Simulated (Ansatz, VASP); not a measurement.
# One calculation of Ti2B3, two programs

```
Ti B
1.0
     3.68951    0.00000    0.00000
    -1.84475    3.19521    0.00000
     0.00000    0.00000    4.56453
Ti B
2 3
Direct
  0.33333 0.66667 0.25271
  0.66667 0.33333 0.74729
  0.00000 0.00000 0.00000
  0.33333 0.66667 0.74761
  0.66667 0.33333 0.25239
```

Alike in both runs: functional PBE; k mesh 12 × 12 × 8; occupations gaussian, width 0.1 eV; no spin polarisation.

Ansatz relaxed the structure, and its values are those at the end. VASP's run is a single point on that final structure, the one shown.

|  | VASP | Ansatz |
| --- | --- | --- |
| version | VASP 6.6.1 | Ansatz 0.2.0 |
| potentials or method | VASP PAW PBE potentials, release 64 (Ti_sv, B), cutoff 520 eV | scalar-relativistic, plane waves, PAW |
| valence electrons in the cell | 33 | 33 |

```tsv
	VASP	Ansatz	Ansatz less VASP
gap on the k mesh at the Fermi level (eV)	none	none	-
pressure (GPa)	0.0	0.0	-0.02
```

A gap of «none» marks a metal or a gap that the smearing closes.
